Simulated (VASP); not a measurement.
# Al2BP3 (R-3m) in VASP: relaxation of cell and atoms with PBE

Aim: the relaxation of cell and atoms of Al2BP3 with PBE.

Everything below comes from runs of VASP 6.6.1. Logs are shortened: lines on timing, memory, paths and dates and some standing lists are left out, and cuts for length are marked.

### 1 The cell of the first run

The structure is trigonal, space group R-3m (No. 166). The conventional cell has a = 5.974 Å, b = 5.974 Å, c = 8.771 Å, α = 90.00°, β = 90.00°, γ = 120.00°. Al (site symmetry 3m) has 9 P at 2.42 to 3.23 Å and 1 Al at 2.46 Å and 1 B at 3.16 Å within 3.3 Å. Within 3.0 Å of B (site symmetry -3m) lie 6 P at 2.26 Å. P (site symmetry 2/m) has 2 B at 2.26 Å and 2 Al at 2.42 Å and 4 P at 2.99 Å within 3.0 Å.

The cell was generated, and may not be a known phase.

### 2 Relaxation of cell and atoms, PBE

The input, INCAR:

```
ALGO     = Normal         # electronic algorithm
EDIFF    = 1E-6           # SCF threshold, eV
EDIFFG   = -0.01          # ionic threshold
ENCUT    = 600            # plane-wave cutoff, eV
GGA      = PE             # functional
IBRION   = 2              # ionic algorithm
ISIF     = 3              # what is computed and relaxed
ISMEAR   = 0              # smearing method
LASPH    = True           # aspherical terms in the spheres
LCHARG   = False          # write CHGCAR
LREAL    = False          # projectors in reciprocal space
LWAVE    = False          # write WAVECAR
NELM     = 80             # most SCF steps
NSW      = 100            # ionic steps
PREC     = Accurate       # precision mode
SIGMA    = 0.1            # smearing width, eV
```

The input, KPOINTS:

```
k-points
0
Gamma
  12 12 12
```

The input, POSCAR:

```
Al2BP3
1.0
    2.9869885577      1.7245386479      2.9236894432
   -2.9869885577      1.7245386479      2.9236894432
    0.0000000000     -3.4490772957      2.9236894433
Al B P
2 1 3
Direct
    0.1401065990      0.1401065990      0.1401065990
    0.8598934010      0.8598934010      0.8598934010
    0.5000000000      0.5000000000      0.5000000000
    0.0000000000      0.5000000000      0.5000000000
    0.5000000000      0.0000000000      0.5000000000
    0.5000000000      0.5000000000      0.0000000000
```

Potentials or basis: VASP PAW PBE potentials, release 64 (Al, B, P).

Launch:

```console
$ cat potpaw_PBE.64/Al/POTCAR potpaw_PBE.64/B/POTCAR potpaw_PBE.64/P/POTCAR > POTCAR
$ mpirun -np 1 vasp_std > vasp.out
```

OUTCAR:

```text
EDIFF = 1E-6
   EDIFFG = -0.01
   ENCUT = 600
   GGA = PE
   IBRION = 2
   ISIF = 3
   ISMEAR = 0
   LASPH = True
   LREAL = False
   NELM = 80
   NSW = 100
   PREC = Accurate

 ion  position               nearest neighbor table
   1  0.140  0.140  0.140-   6 2.42   5 2.42   4 2.42   2 2.46
   2  0.860  0.860  0.860-   6 2.42   5 2.42   4 2.42   1 2.46
   3  0.500  0.500  0.500-   4 2.26   5 2.26   5 2.26   4 2.26   6 2.26   6 2.26
   4  0.000  0.500  0.500-   3 2.26   3 2.26   1 2.42   2 2.42
   5  0.500  0.000  0.500-   3 2.26   3 2.26   1 2.42   2 2.42
   6  0.500  0.500  0.000-   3 2.26   3 2.26   1 2.42   2 2.42

  LATTYP: Found a trigonal (rhomboedric) cell.
 ALAT       =     4.5215145861
 COS(alpha) =     0.1271708516

  Lattice vectors:

 A1 = (   2.9869885577,   1.7245386479,   2.9236894432)
 A2 = (  -2.9869885577,   1.7245386479,   2.9236894432)
 A3 = (   0.0000000000,  -3.4490772957,   2.9236894433)

Analysis of symmetry for initial positions (statically):
=====================================================================
 Subroutine PRICEL returns:
 Original cell was already a primitive cell.

 Routine SETGRP: Setting up the symmetry group for a
 trigonal (rhombohedral) supercell.

 Subroutine GETGRP returns: Found 12 space group operations
 (whereof 12 operations were pure point group operations)
 out of a pool of 12 trial point group operations.

The static configuration has the point symmetry D_3d.

Analysis of symmetry for dynamics (positions and initial velocities):
=====================================================================
 Subroutine PRICEL returns:
 Original cell was already a primitive cell.

 Routine SETGRP: Setting up the symmetry group for a
 trigonal (rhombohedral) supercell.

 Subroutine GETGRP returns: Found 12 space group operations
 (whereof 12 operations were pure point group operations)
 out of a pool of 12 trial point group operations.

The dynamic configuration has the point symmetry D_3d.

 Subroutine INISYM returns: Found 12 space group operations
 (whereof 12 operations are pure point group operations),
 and found     1 'primitive' translations

----------------------------------------------------------------------------------------

                                     Primitive cell

  volume of cell :      90.3627

  direct lattice vectors                    reciprocal lattice vectors
     2.986988558  1.724538648  2.923689443     0.167392673  0.096644205  0.114011197
    -2.986988558  1.724538648  2.923689443    -0.167392673  0.096644205  0.114011197
     0.000000000 -3.449077296  2.923689443     0.000000000 -0.193288410  0.114011197

  length of vectors
     4.521514586  4.521514586  4.521514586     0.224408027  0.224408027  0.224408027

  position of ions in fractional coordinates (direct lattice)
     0.140106599  0.140106599  0.140106599
     0.859893401  0.859893401  0.859893401
     0.500000000  0.500000000  0.500000000
     0.000000000  0.500000000  0.500000000
     0.500000000  0.000000000  0.500000000
     0.500000000  0.500000000  0.000000000

  ion indices of the primitive-cell ions
   primitive index   ion index
                 1           1
                 2           2
                 3           3
                 4           4
                 5           5
                 6           6

----------------------------------------------------------------------------------------

 KPOINTS: k-points

Automatic generation of k-mesh.
 Grid dimensions read from file:
 generate k-points for:   12   12   12

 Generating k-lattice:

  Cartesian coordinates                     Fractional coordinates (reciprocal lattice)
     0.013949389  0.008053684  0.009500933     0.083333333  0.000000000  0.000000000
    -0.013949389  0.008053684  0.009500933     0.000000000  0.083333333  0.000000000
     0.000000000 -0.016107368  0.009500933    -0.000000000 -0.000000000  0.083333333

  Length of vectors
     0.018700669  0.018700669  0.018700669

  Shift w.r.t. Gamma in fractional coordinates (k-lattice)
[... 40 lines left out ...]
   NGX,Y,Z   is equivalent  to a cutoff of  13.24, 13.24, 13.24 a.u.
   NGXF,Y,Z  is equivalent  to a cutoff of  26.47, 26.47, 26.47 a.u.
 SYSTEM =  unknown system
   PREC   = accura    normal or accurate (medium, high low for compatibility)
   ISTART =      0    job   : 0-new  1-cont  2-samecut
   ICHARG =      2    charge: 1-file 2-atom 10-const
   ISPIN  =      1    spin polarized calculation?
   LNONCOLLINEAR =      F non collinear calculations
   LSORBIT =      F    spin-orbit coupling
   LASPH  =      T    aspherical Exc in radial PAW
   ENCUT  =  600.0 eV  44.10 Ry    6.64 a.u.   9.03  9.03  9.03*2*pi/ulx,y,z
   NELM   =     80;   NELMIN=  2; NELMDL= -5     # of ELM steps
   EDIFF  = 0.1E-05   stopping-criterion for ELM
   LREAL  =      F    real-space projection
   EDIFFG = -.1E-01   stopping-criterion for IOM
   NSW    =    100    number of steps for IOM
   IBRION =      2    ionic relax: 0-MD 1-quasi-New 2-CG
   NFREE  =      1    steps in history (QN), initial steepest desc. (CG)
   ISIF   =      3    stress and relaxation
   ISYM   =      2    0-nonsym 1-usesym 2-fastsym
   POTIM  = 0.5000    time-step for ionic-motion
   TEBEG  =    0.0;   TEEND  =   0.0 temperature during run
   PSTRESS=    0.0 pullay stress
   NELECT =      24.0000    total number of electrons
   NUPDOWN=      -1.0000    fix difference up-down
   EMIN   =  10.00;   EMAX   =-10.00  energy-range for DOS
   EFERMI =   0.00;   METHOD = LEGACY
   ISMEAR =     0;   SIGMA  =   0.10  broadening in eV -4-tet -1-fermi 0-gaus
   EFERMI_NEDOS =   21; number of points for ismear=-14 and -15
   IALGO  =     38    algorithm
   IMIX   =      4    mixing-type and parameters
     AMIX     =   0.40;   BMIX     =  1.00
     AMIX_MAG =   1.60;   BMIX_MAG =  1.00
  volume/ion in A,a.u.               =      15.06       101.63
  Fermi-wavevector in a.u.,A,eV,Ry     =   1.052323  1.988601 15.066860  1.107383
  Thomas-Fermi vector in A             =   2.187401
   LORBIT       =      0    0 simple, 1 ext, 2 COOP (PROOUT), +10 PAW based schemes
   GGA     = PE    functional components
   LHFCALC =     F    Hartree Fock is set to
   AEXX    =    0.0000 exact exchange contribution
   IVDW    =     0    specifies the selected vdW correction
   LEPSILON=     F    determine dielectric tensor
   LRPA    =     F    only Hartree local field effects (RPA)
 conjugate gradient relaxation of ions
 non-spin polarized calculation
 Gauss-broadening in eV      SIGMA  =   0.10
  energy-cutoff  :      600.00
  volume of cell :       90.36
 maximum number of plane-waves:      3042
   NGX = 19   NGY = 19   NGZ = 19

--------------------------------------- Ionic step        1  -------------------------------------------

 number of electron      24.0000000 magnetization

 Free energy of the ion-electron system (eV)
  ---------------------------------------------------
  ext. energy  EPLUGINS =         0.00000000
  ---------------------------------------------------
  free energy    TOTEN  =       -27.34653178 eV

  energy without entropy =      -27.33059762  energy(sigma->0) =      -27.33856470

------------------------ aborting loop because EDIFF is reached ----------------------------------------

  FORCE on cell =-STRESS in cart. coord.  units (eV):
  Direction    XX          YY          ZZ          XY          YZ          ZX
  --------------------------------------------------------------------------------------
  -------------------------------------------------------------------------------------
  Total       -0.0362801     -0.0362801     -0.0871114      0.0000000     -0.0000000     -0.0000000
  in kB       -0.6432653     -0.6432653     -1.5445316      0.0000000     -0.0000000     -0.0000000
  external PRESSURE =      -0.9436874 kB  Pullay stress =       0.0000000 kB

 VOLUME and BASIS-vectors are now :
 -----------------------------------------------------------------------------
  energy-cutoff  :      600.00
  volume of cell :       90.36
      direct lattice vectors                 reciprocal lattice vectors
     2.986988558  1.724538648  2.923689443     0.167392673  0.096644205  0.114011197
    -2.986988558  1.724538648  2.923689443    -0.167392673  0.096644205  0.114011197
     0.000000000 -3.449077296  2.923689443     0.000000000 -0.193288410  0.114011197

 POSITION                                       TOTAL-FORCE (eV/Angst)
 -----------------------------------------------------------------------------------
      0.00000      0.00000      1.22888         0.000000      0.000000      0.002373
      0.00000      0.00000      7.54218         0.000000     -0.000000     -0.002373
      0.00000      0.00000      4.38553         0.000000     -0.000000      0.000000
     -1.49349     -0.86227      2.92369         0.000000     -0.000000      0.000000
      1.49349     -0.86227      2.92369         0.000000     -0.000000      0.000000
      0.00000      1.72454      2.92369        -0.000000     -0.000000      0.000000
 -----------------------------------------------------------------------------------
    total drift:                               -0.000000     -0.000000      0.000000

  FREE ENERGIE OF THE ION-ELECTRON SYSTEM (eV)
  ---------------------------------------------------
  free  energy   TOTEN  =       -27.3465317808 eV

  energy  without entropy=      -27.3305976160  energy(sigma->0) =      -27.33856470

--------------------------------------- Ionic step        2  -------------------------------------------

 number of electron      24.0000000 magnetization

 Free energy of the ion-electron system (eV)
  ---------------------------------------------------
  ext. energy  EPLUGINS =         0.00000000
  ---------------------------------------------------
  free energy    TOTEN  =       -27.34656110 eV

  energy without entropy =      -27.33064293  energy(sigma->0) =      -27.33860202

 E-fermi :   7.6510     XC(G=0): -10.6083

 val. band max:        7.6508646779   @ k =  -0.4167   0.5000   0.3333
 cond. band min:       7.6549135477   @ k =   0.1667   0.1667   0.0833
 fundamental gap:      0.0040488698
 Fermi energy:         7.6510285287

 k-point     1 :       0.0000    0.0000    0.0000
  band No.  band energies     occupation
      1      -6.6840      2.00000
      2      -1.4094      2.00000
      3      -1.4094      2.00000
      4      -0.0598      2.00000
      5       1.8354      2.00000
      6       1.8354      2.00000
[... 433 lines left out ...]
      3      -1.7868      2.00000
      4       1.0293      2.00000
      5       1.9858      2.00000
      6       2.3594      2.00000
[... 8 lines left out ...]
     15       9.2858      0.00000
     16      10.8273      0.00000

 [... further k-points ...]

------------------------ aborting loop because EDIFF is reached ----------------------------------------

  FORCE on cell =-STRESS in cart. coord.  units (eV):
  Direction    XX          YY          ZZ          XY          YZ          ZX
  --------------------------------------------------------------------------------------
  -------------------------------------------------------------------------------------
  Total        0.0127926      0.0127926      0.0289353      0.0000000      0.0000000      0.0000000
  in kB        0.2271106      0.2271106      0.5136981      0.0000000      0.0000000      0.0000000
  external PRESSURE =       0.3226397 kB  Pullay stress =       0.0000000 kB

 VOLUME and BASIS-vectors are now :
 -----------------------------------------------------------------------------
  energy-cutoff  :      600.00
  volume of cell :       90.25
      direct lattice vectors                 reciprocal lattice vectors
     2.986117229  1.724035586  2.921641649     0.167441517  0.096672405  0.114091108
    -2.986117229  1.724035586  2.921641649    -0.167441517  0.096672405  0.114091108
     0.000000000 -3.448071172  2.921641649     0.000000000 -0.193344810  0.114091108

 POSITION                                       TOTAL-FORCE (eV/Angst)
 -----------------------------------------------------------------------------------
      0.00000      0.00000      1.22814        -0.000000     -0.000000     -0.000773
      0.00000      0.00000      7.53679         0.000000      0.000000      0.000773
      0.00000      0.00000      4.38246        -0.000000      0.000000     -0.000000
     -1.49306     -0.86202      2.92164         0.000000     -0.000000     -0.000000
      1.49306     -0.86202      2.92164         0.000000     -0.000000     -0.000000
      0.00000      1.72404      2.92164        -0.000000     -0.000000     -0.000000
 -----------------------------------------------------------------------------------
    total drift:                               -0.000000     -0.000000      0.000000

  FREE ENERGIE OF THE ION-ELECTRON SYSTEM (eV)
  ---------------------------------------------------
  free  energy   TOTEN  =       -27.3465611047 eV

  energy  without entropy=      -27.3306429308  energy(sigma->0) =      -27.33860202

 reached required accuracy - stopping structural energy minimisation
```

Run time: 2.1 min. Hardware: 1 thread of Intel Xeon 6975P-C (Granite Rapids), shared host; peak memory 0.45 GiB.

Results:

```
Free energy                           : -27.3466 eV
Relaxed volume                        : 15.04 Å³/atom
Relaxed cell                          : a = 4.519 Å, b = 4.519 Å, c = 4.519 Å, α = 82.71°, β = 82.71°, γ = 82.71°
Space group after relaxing (to 0.1 Å) : R-3m (No. 166)
Energy gained by relaxing             : 0.0 meV/atom
Ionic steps                           : 2
Pressure after relaxing               : 0.0 GPa
Band gap on the k mesh                : zero (bands 12 and 13 overlap by 2.63 eV)
```

Final structure:
```xyz
6
Lattice="2.9861 1.7240 2.9216 -2.9861 1.7240 2.9216 0.0000 -3.4481 2.9216" Properties=species:S:1:pos:R:3 pbc="T T T"
Al    0.0000    0.0000    1.2281
Al    0.0000    0.0000    7.5368
B     0.0000    0.0000    4.3825
P    -1.4931   -0.8620    2.9216
P     1.4931   -0.8620    2.9216
P     0.0000    1.7240    2.9216
```
